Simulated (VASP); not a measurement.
Write the native input for VASP 6.6.1 that does the following.

```yaml
Task: single point
Functional: LDA
Potentials_or_basis: VASP PAW LDA potentials, release 64 (Cr_pv, Co, Pt)
Cutoff: 520 eV
k_mesh: 8 × 8 × 8
Occupations: fermi-dirac, width 0.05 eV
Spin: no spin polarisation
Dipole_correction: no
Further_INCAR_settings: ALGO = Normal; EDIFF = 1e-07; NBANDS = 28
```

The structure of CrCoPt2 lies in POSCAR:

```
CrCoPt2
1.0
    3.8190000000      0.0000000000      0.0000000000
    0.0000000000      3.8190000000      0.0000000000
    0.0000000000      0.0000000000      3.7460000000
Cr Co Pt
1 1 2
Direct
    0.0000000000      0.0000000000      0.0000000000
    0.5000000000      0.5000000000      0.0000000000
    0.0000000000      0.5000000000      0.5000000000
    0.5000000000      0.0000000000      0.5000000000
```

These files were run (other wordings do the same):

INCAR

```
  PREC = Accurate
  ENCUT = 520
  EDIFF = 1E-7
  ISMEAR = -1
  SIGMA = 0.05
  LREAL = F
  LASPH = T
  NELM = 80
  ALGO = Normal
  ISIF = 2
  LWAVE = F
  LCHARG = T
  GGA = CA
  LELF = T
  LVHAR = T
  NBANDS = 28
```

KPOINTS

```
regular mesh
0
Gamma
  8 8 8
```

Potentials or basis: VASP PAW LDA potentials, release 64 (Cr_pv, Co, Pt).

Command:

```sh
$ cat potpaw_LDA.64/Cr_pv/POTCAR potpaw_LDA.64/Co/POTCAR potpaw_LDA.64/Pt/POTCAR > POTCAR
$ mpirun -np 1 vasp_std > vasp.out
```

Results of the run:

```yaml
Pressure: -20.5 GPa
Band_gap_on_the_k_mesh: zero (an odd number of electrons rules out a gap without spin polarisation)
```

Caveat: the cell stands under tension; spin-orbit coupling is left out, which moves the levels of the heavy elements; the run has no spin polarisation, though such a crystal can be magnetic.

It took 3.4 min on 1 thread of Intel Xeon 8259CL (shared host), peak memory 0.24 GiB.
